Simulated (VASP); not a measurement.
A run of VASP 6.6.1:

Contents of POSCAR:

```
BaTe
1.0
    0.0000000000      3.9909263730      3.9909263730
    3.9909263730      0.0000000000      3.9909263730
    3.9909263730      3.9909263730      0.0000000000
Ba Te
1 1
Direct
    0.0000000000      0.0000000000      0.0000000000
    0.2500000000      0.2500000000      0.2500000000
```

File INCAR.step1:

```
SYSTEM = BaTe
PREC = Accurate ; ENCUT = 520
ISMEAR = 0 ; SIGMA = 0.01
LREAL = .False. ; LASPH = .True.
NELM = 80 ; NBANDS = 15
GGA = PE ; ALGO = Normal
EDIFF = 1E-4 ; LWAVE = .True.
LCHARG = .False.
```

Contents of INCAR.step2:

```
SYSTEM = BaTe
PREC = Accurate ; ENCUT = 520
EDIFF = 1E-7 ; ISMEAR = 0
SIGMA = 0.01 ; LREAL = .False.
LASPH = .True. ; NELM = 80
ALGO = Normal ; ISIF = 2
LWAVE = .False. ; LCHARG = .True.
METAGGA = R2SCAN ; LMIXTAU = .True.
LELF = .True. ; LVHAR = .True.
NBANDS = 15 ; ISTART = 1
```

Contents of KPOINTS:

```
Automatic mesh
0
Gamma
  6 6 6
  0 0 0
```

Potentials or basis: VASP PAW PBE potentials, release 64 (Ba_sv, Te).

Command:

```bash
$ cat potpaw_PBE.64/Ba_sv/POTCAR potpaw_PBE.64/Te/POTCAR > POTCAR
$ cp INCAR.step1 INCAR
$ mpirun -np 1 vasp_std > vasp.out
$ cp INCAR.step2 INCAR
$ mpirun -np 1 vasp_std > vasp.out
```

Hardware: 1 thread of Intel Xeon 8259CL (shared host).

Task: Estimate the wall time of this run.

Result: Run time: 2.8 min on 1 thread of Intel Xeon 8259CL, on a shared host, peak memory 0.3 GiB. Counts: k points 16.
